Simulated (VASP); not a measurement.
# CdF2 (I4/mmm) in VASP: a series of runs

The runs below take CdF2 through single point, with PBE.

Program: VASP 6.6.1. These are calculated values, not measurements. Logs are shortened: lines on timing, memory, paths and dates and some standing lists are left out, and cuts for length are marked.

**1. The cell of the first run**

It takes space group I4/mmm (No. 139, tetragonal). Conventional cell: a = 3.810 Å, b = 3.810 Å, c = 5.994 Å, α = 90.00°, β = 90.00°, γ = 90.00°. Cd (site symmetry 4/mmm) has 8 F at 2.42 Å within 3.2 Å. F (site symmetry -4m2) has 4 Cd at 2.42 Å and 6 F at 2.69 to 3.00 Å within 3.2 Å.

**2. Single point, PBE (strain +0.1125 x Voigt [1, 0, 0, 0, 0, 0])**

The input, INCAR:

```
SYSTEM = CdF2
PREC = Accurate ; ENCUT = 520
EDIFF = 1E-7 ; ISMEAR = 0
SIGMA = 0.05 ; LREAL = .FALSE.
LASPH = .TRUE. ; NELM = 80
ALGO = Normal ; ISIF = 2
LWAVE = .FALSE. ; LCHARG = .FALSE.
GGA = PE ; NBANDS = 20
```

The input, KPOINTS:

```
Automatic mesh
0
G
  8 8 8
  0 0 0
```

The input, POSCAR:

```
CdF2
1.0
    0.0000000000      2.6940000000      2.6940000000
    2.9970750000      0.0000000000      2.6940000000
    2.9970750000      2.6940000000      0.0000000000
Cd F
1 2
Direct
    0.0000000000      0.0000000000      0.0000000000
    0.2500000000      0.2500000000      0.2500000000
    0.7500000000      0.7500000000      0.7500000000
```

Potentials or basis: VASP PAW PBE potentials, release 64 (Cd, F).

On the command line:

```
$ cat potpaw_PBE.64/Cd/POTCAR potpaw_PBE.64/F/POTCAR > POTCAR
$ mpirun -np 1 vasp_std > vasp.out
```

OUTCAR:

```text
SYSTEM = CdF2
   PREC = Accurate
   ENCUT = 520
   EDIFF = 1E-7
   ISMEAR = 0
   LREAL = .FALSE.
   LASPH = .TRUE.
   NELM = 80
   ISIF = 2
   GGA = PE

 ion  position               nearest neighbor table
   1  0.000  0.000  0.000-   3 2.42   3 2.42   2 2.42   3 2.42   2 2.42   2 2.42   3 2.42   2 2.42

   2  0.250  0.250  0.250-   1 2.42   1 2.42   1 2.42   1 2.42
   3  0.750  0.750  0.750-   1 2.42   1 2.42   1 2.42   1 2.42

  LATTYP: Found a body centered tetragonal cell.
 ALAT       =     3.8098913370
 C/A-ratio  =     1.5733125881

  Lattice vectors:

 A1 = (   2.9970750000,   0.0000000000,   2.6940000000)
 A2 = (   2.9970750000,   0.0000000000,  -2.6940000000)
 A3 = (  -2.9970750000,   2.6940000000,   0.0000000000)

Analysis of symmetry for initial positions (statically):
=====================================================================
 Subroutine PRICEL returns:
 Original cell was already a primitive cell.

 Routine SETGRP: Setting up the symmetry group for a
 body centered tetragonal supercell.

 Subroutine GETGRP returns: Found 16 space group operations
 (whereof 16 operations were pure point group operations)
 out of a pool of 16 trial point group operations.

The static configuration has the point symmetry D_4h.

Analysis of symmetry for dynamics (positions and initial velocities):
=====================================================================
 Subroutine PRICEL returns:
 Original cell was already a primitive cell.

 Routine SETGRP: Setting up the symmetry group for a
 body centered tetragonal supercell.

 Subroutine GETGRP returns: Found 16 space group operations
 (whereof 16 operations were pure point group operations)
 out of a pool of 16 trial point group operations.

The dynamic configuration has the point symmetry D_4h.

 Subroutine INISYM returns: Found 16 space group operations
 (whereof 16 operations are pure point group operations),
 and found     1 'primitive' translations

----------------------------------------------------------------------------------------

                                     Primitive cell

  volume of cell :      43.5034

  direct lattice vectors                    reciprocal lattice vectors
     0.000000000  2.694000000  2.694000000    -0.166829325  0.185597624  0.185597624
     2.997075000  0.000000000  2.694000000     0.166829325 -0.185597624  0.185597624
     2.997075000  2.694000000  0.000000000     0.166829325  0.185597624 -0.185597624

[... 77 lines left out ...]
   ISTART =      0    job   : 0-new  1-cont  2-samecut
   ICHARG =      2    charge: 1-file 2-atom 10-const
   ISPIN  =      1    spin polarized calculation?
   LNONCOLLINEAR =      F non collinear calculations
   LSORBIT =      F    spin-orbit coupling
   LASPH  =      T    aspherical Exc in radial PAW
   ENCUT  =  520.0 eV  38.22 Ry    6.18 a.u.   7.08  7.49  7.49*2*pi/ulx,y,z
   NELM   =     80;   NELMIN=  2; NELMDL= -5     # of ELM steps
   EDIFF  = 0.1E-06   stopping-criterion for ELM
   LREAL  =      F    real-space projection
   EDIFFG = 0.1E-05   stopping-criterion for IOM
   NSW    =      0    number of steps for IOM
   IBRION =     -1    ionic relax: 0-MD 1-quasi-New 2-CG
   NFREE  =      0    steps in history (QN), initial steepest desc. (CG)
   ISIF   =      2    stress and relaxation
   ISYM   =      2    0-nonsym 1-usesym 2-fastsym
   POTIM  = 0.5000    time-step for ionic-motion
   TEBEG  =    0.0;   TEEND  =   0.0 temperature during run
   PSTRESS=    0.0 pullay stress
   NELECT =      26.0000    total number of electrons
   NUPDOWN=      -1.0000    fix difference up-down
   EMIN   =  10.00;   EMAX   =-10.00  energy-range for DOS
   EFERMI =   0.00;   METHOD = LEGACY
   ISMEAR =     0;   SIGMA  =   0.05  broadening in eV -4-tet -1-fermi 0-gaus
   EFERMI_NEDOS =   21; number of points for ismear=-14 and -15
   IALGO  =     38    algorithm
   IMIX   =      4    mixing-type and parameters
     AMIX     =   0.40;   BMIX     =  1.00
     AMIX_MAG =   1.60;   BMIX_MAG =  1.00
  volume/ion in A,a.u.               =      14.50        97.86
  Fermi-wavevector in a.u.,A,eV,Ry     =   1.378981  2.605897 25.872692  1.901589
  Thomas-Fermi vector in A             =   2.503993
   LORBIT       =      0    0 simple, 1 ext, 2 COOP (PROOUT), +10 PAW based schemes
   GGA     = PE    functional components
   LHFCALC =     F    Hartree Fock is set to
   AEXX    =    0.0000 exact exchange contribution
   IVDW    =     0    specifies the selected vdW correction
   LEPSILON=     F    determine dielectric tensor
   LRPA    =     F    only Hartree local field effects (RPA)
 non-spin polarized calculation
 Gauss-broadening in eV      SIGMA  =   0.05
  energy-cutoff  :      520.00
  volume of cell :       43.50
 maximum number of plane-waves:      1185
   NGX = 15   NGY = 15   NGZ = 15

 number of electron      26.0000011 magnetization

 Free energy of the ion-electron system (eV)
  ---------------------------------------------------
  ext. energy  EPLUGINS =         0.00000000
  ---------------------------------------------------
  free energy    TOTEN  =       -10.77810070 eV

  energy without entropy =      -10.77810070  energy(sigma->0) =      -10.77810070

 E-fermi :  -1.6635     XC(G=0):  -9.8529

 val. band max:       -1.8719348434   @ k =   0.5000  -0.2500   0.2500
 cond. band min:       0.5536845040   @ k =   0.0000   0.0000   0.0000
 fundamental gap:      2.4256193474
 Fermi energy:        -1.6634857908

 k-point     1 :       0.0000    0.0000    0.0000
  band No.  band energies     occupation
      1     -22.2863      2.00000
      2     -21.4070      2.00000
      3      -7.4926      2.00000
      4      -7.4001      2.00000
      5      -7.4001      2.00000
      6      -6.6849      2.00000
[... 541 lines left out ...]
     19      16.0709      0.00000
     20      17.3646      0.00000

 [... further k-points ...]
[... 5 lines left out ...]
  --------------------------------------------------------------------------------------
  -------------------------------------------------------------------------------------
  Total       -3.1127174     -0.1740749     -0.1740749      0.0000000      0.0000000      0.0000000
  in kB     -114.6377072     -6.4109742     -6.4109742      0.0000000      0.0000000      0.0000000
  external PRESSURE =     -42.4865519 kB  Pullay stress =       0.0000000 kB

 VOLUME and BASIS-vectors are now :
 -----------------------------------------------------------------------------
  energy-cutoff  :      520.00
  volume of cell :       43.50
      direct lattice vectors                 reciprocal lattice vectors
     0.000000000  2.694000000  2.694000000    -0.166829325  0.185597624  0.185597624
     2.997075000  0.000000000  2.694000000     0.166829325 -0.185597624  0.185597624
     2.997075000  2.694000000  0.000000000     0.166829325  0.185597624 -0.185597624

 POSITION                                       TOTAL-FORCE (eV/Angst)
 -----------------------------------------------------------------------------------
      0.00000      0.00000      0.00000         0.000000     -0.000000      0.000000
      1.49854      1.34700      1.34700        -0.000000      0.000000      0.000000
      4.49561      4.04100      4.04100        -0.000000     -0.000000     -0.000000
 -----------------------------------------------------------------------------------
    total drift:                                0.000000      0.000000      0.000000

  FREE ENERGIE OF THE ION-ELECTRON SYSTEM (eV)
  ---------------------------------------------------
  free  energy   TOTEN  =       -10.7781006954 eV

  energy  without entropy=      -10.7781006953  energy(sigma->0) =      -10.77810070
```

OSZICAR:

```text
N       E                     dE             d eps       ncg     rms          rms(c)
DAV:   1     0.193010003659E+03    0.19301E+03   -0.15300E+04  2452   0.130E+03
DAV:   2    -0.407696123433E+01   -0.19709E+03   -0.18882E+03  2572   0.337E+02
DAV:   3    -0.126785440562E+02   -0.86016E+01   -0.85799E+01  2696   0.763E+01
DAV:   4    -0.127167778939E+02   -0.38234E-01   -0.38232E-01  2580   0.526E+00
DAV:   5    -0.127169241809E+02   -0.14629E-03   -0.14629E-03  2720   0.289E-01    0.916E+00
DAV:   6    -0.107590956282E+02    0.19578E+01   -0.45493E+00  3008   0.418E+01    0.634E+00
DAV:   7    -0.108064105841E+02   -0.47315E-01   -0.10591E+00  2456   0.901E+00    0.360E+00
DAV:   8    -0.107907756789E+02    0.15635E-01   -0.21077E-01  2516   0.391E+00    0.833E-01
DAV:   9    -0.107773519508E+02    0.13424E-01   -0.52346E-02  2820   0.233E+00    0.112E-01
DAV:  10    -0.107779437472E+02   -0.59180E-03   -0.35064E-03  2484   0.711E-01    0.144E-01
DAV:  11    -0.107780898585E+02   -0.14611E-03   -0.45434E-04  2608   0.205E-01    0.623E-02
DAV:  12    -0.107780993648E+02   -0.95062E-05   -0.13809E-04  2436   0.955E-02    0.204E-02
DAV:  13    -0.107781013815E+02   -0.20167E-05   -0.21001E-05  2640   0.364E-02    0.811E-03
DAV:  14    -0.107781006537E+02    0.72777E-06   -0.27406E-06  2508   0.181E-02    0.235E-03
DAV:  15    -0.107781006954E+02   -0.41641E-07   -0.16623E-07  2608   0.361E-03
   1 F= -.10778101E+02 E0= -.10778101E+02  d E =-.335130E-11
```

stdout:

```text
POSCAR found type information on POSCAR CdF
 POSCAR found :  2 types and       3 ions
 scaLAPACK will be used
 LDA part: xc-table for (Slater+PW92), standard interpolation
 POSCAR, INCAR and KPOINTS ok, starting setup
 FFT: planning ... GRIDC
 FFT: planning ... GRID_SOFT
 FFT: planning ... GRID
 WAVECAR not read
 entering main loop
```

Wall time 56 s (1 thread of Intel Xeon Platinum 8375C at 2.90GHz (Ice Lake), shared host); peak memory 0.19 GiB.

Results:

* Free energy: -10.7781 eV
* Pressure: -4.2 GPa
* Band gap on the k mesh: 2.43 eV, indirect (least direct gap 3.01 eV)

Stress tensor (GPa, compression positive):
```
-11.46   0.00   0.00
  0.00  -0.64   0.00
  0.00   0.00  -0.64
```

Levels at points of the mesh, in eV from the valence-band top:
| k point | band 9 | band 10 | band 11 | band 12 | band 13 | band 14 | band 15 | band 16 | band 17 | band 18 |
| --- | --- | --- | --- | --- | --- | --- | --- | --- | --- | --- |
| (0.00, 0.00, 0.00) | -0.87 | -0.87 | -0.62 | -0.59 | -0.59 | 2.43 | 11.92 | 11.92 | 12.28 | 16.54 |
| (0.50, 0.00, 0.00) | -2.00 | -1.68 | -1.47 | -0.64 | -0.57 | 6.13 | 8.44 | 13.14 | 13.73 | 16.79 |
| (0.50, 0.50, 0.00) | -2.75 | -2.51 | -0.41 | -0.24 | -0.04 | 6.87 | 8.71 | 11.51 | 12.36 | 13.58 |
| (0.00, 0.50, 0.50) | -2.46 | -2.46 | -0.75 | -0.09 | -0.09 | 6.87 | 9.10 | 11.70 | 13.41 | 13.41 |

Caveat: the cell differs from its parent crystal (strain +0.1125 x Voigt [1, 0, 0, 0, 0, 0]).

(Continued in part 2 of 2.)
